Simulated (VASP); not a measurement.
A run of VASP 6.6.1 is set up as follows.

The input INCAR:

```
SYSTEM = W5C
ALGO = Fast
DIPOL = 0.5 0.5 0.495
EDIFF = 1E-6
EDIFFG = -0.03
ENCUT = 520
GGA = PS
IBRION = 2
IDIPOL = 3
ISIF = 2
ISMEAR = 0
LASPH = .True.
LCHARG = .False.
LDIPOL = .True.
LREAL = .False.
LWAVE = .False.
NELM = 100
NSW = 90
PREC = Accurate
SIGMA = 0.1
```

The input KPOINTS:

```
k-points
0
Gamma
  9 9 1
  0 0 0
```

Contents of POSCAR:

```
W5C
1.0
    3.1543602768      0.0000000000      0.0000000000
    0.0000000000      3.1543602768      0.0000000000
    0.0000000000      0.0000000000     25.3087205537
W C
5 1
Selective dynamics
Direct
    0.5000000000      0.5000000000      0.3358526158  F F F
    0.0000000000      0.0000000000      0.3981702717  F F F
    0.5000000000      0.5000000000      0.4591284181  T T T
    0.0000000000      0.0000000000      0.5233039978  T T T
    0.5000000000      0.5000000000      0.5784891153  T T T
    0.5000000000      0.5000000000      0.6725278478  T T T
```

Potentials or basis: VASP PAW PBE potentials, release 64 (W_sv, C).

Command:

```bash
$ cat potpaw_PBE.64/W_sv/POTCAR potpaw_PBE.64/C/POTCAR > POTCAR
$ mpirun -np 1 vasp_std > vasp.out
```

Task: Predict the energy gained by relaxing.

Result: 249.0 meV/atom.

Task: What does it give for the band gap on the k mesh?

Result: Zero (bands 37 and 38 overlap by 0.45 eV).

Final structure:
```xyz
6
Lattice="3.1544 0.0000 0.0000 0.0000 3.1544 0.0000 0.0000 0.0000 25.3087" Properties=species:S:1:pos:R:3 pbc="T T T"
W     1.5772    1.5772    8.5000
W     0.0000    0.0000   10.0772
W     1.5772    1.5772   11.6367
W     0.0000    0.0000   13.2428
W     1.5772    1.5772   14.8248
C     1.5772    1.5772   16.6844
```

Caveat: spin-orbit coupling is left out, which moves the levels of the heavy elements.
